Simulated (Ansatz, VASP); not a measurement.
## Two plane-wave programs on HfC

Contents of POSCAR:

```
HfC
1.0
    0.0000000000      2.3035754734      2.3035754734
    2.3035754734      0.0000000000      2.3035754734
    2.3035754734      2.3035754734      0.0000000000
Hf C
1 1
Direct
    0.0000000000      0.0000000000      0.0000000000
    0.5000000000      0.5000000000      0.5000000000
```

File INCAR.step1:

```
SYSTEM = HfC
PREC = Accurate
ENCUT = 660
ISMEAR = 0
SIGMA = 0.1
LREAL = .FALSE.
LASPH = .TRUE.
NELM = 120
NBANDS = 14
GGA = PE
ALGO = Normal
EDIFF = 1E-5
LWAVE = .TRUE.
LCHARG = .FALSE.
GGA_COMPAT = .FALSE.
```

File INCAR.step2:

```
SYSTEM = HfC
PREC = Accurate
ENCUT = 660
EDIFF = 1E-6
ISMEAR = 0
SIGMA = 0.1
LREAL = .FALSE.
LASPH = .TRUE.
NELM = 120
ALGO = Normal
ISIF = 2
LWAVE = .FALSE.
LCHARG = .FALSE.
METAGGA = R2SCAN
LMIXTAU = .TRUE.
NBANDS = 14
ISTART = 1
GGA_COMPAT = .FALSE.
```

KPOINTS

```
regular mesh
0
G
  16 16 16
  0 0 0
```

Input for Ansatz:

```yaml
crystal:
  lattice:
    - [0.0, 2.3035754734, 2.3035754734]
    - [2.3035754734, 0.0, 2.3035754734]
    - [2.3035754734, 2.3035754734, 0.0]
  atoms:
    - { symbol: Hf, position: [0.0, 0.0, 0.0] }
    - { symbol: C, position: [0.5, 0.5, 0.5] }
basis:
  ecutwfc: 500
kpoints:
  mp_grid: { grid: [16, 16, 16] }
hamiltonian:
  xc: r2scan
  pseudopotentials: { kind: paw, azcp: { folder: soft_1 } }
scf:
  occupations: { method: gaussian, width: 0.1 }
output:
  forces: true
  stress: true
  eigenvalues: true
```

Alike in both runs: task single point; functional r2SCAN; k mesh 16 × 16 × 16; occupations gaussian, width 0.1 eV; no spin polarisation.

```csv
,VASP,Ansatz
version,VASP 6.6.1,Ansatz 0.2.0
potentials or method,"VASP PAW PBE potentials, release 64 (Hf_pv, C), cutoff 660 eV","scalar-relativistic, plane waves, PAW"
valence electrons in the cell,14,30
```

|  | VASP | Ansatz | Ansatz less VASP |
| --- | --- | --- | --- |
| gap on the k mesh at the Fermi level (eV) | none | none | - |
| pressure (GPa) | 4.4 | 5.6 | +1.19 |

VASP's potentials were made for PBE, not for r2SCAN. A gap of «none» marks a metal or a gap that the smearing closes. VASP's potentials hold 14 valence electrons a cell and Ansatz's 30, so a difference there can come from the potentials and not from the codes.

Spin-orbit coupling is off throughout.
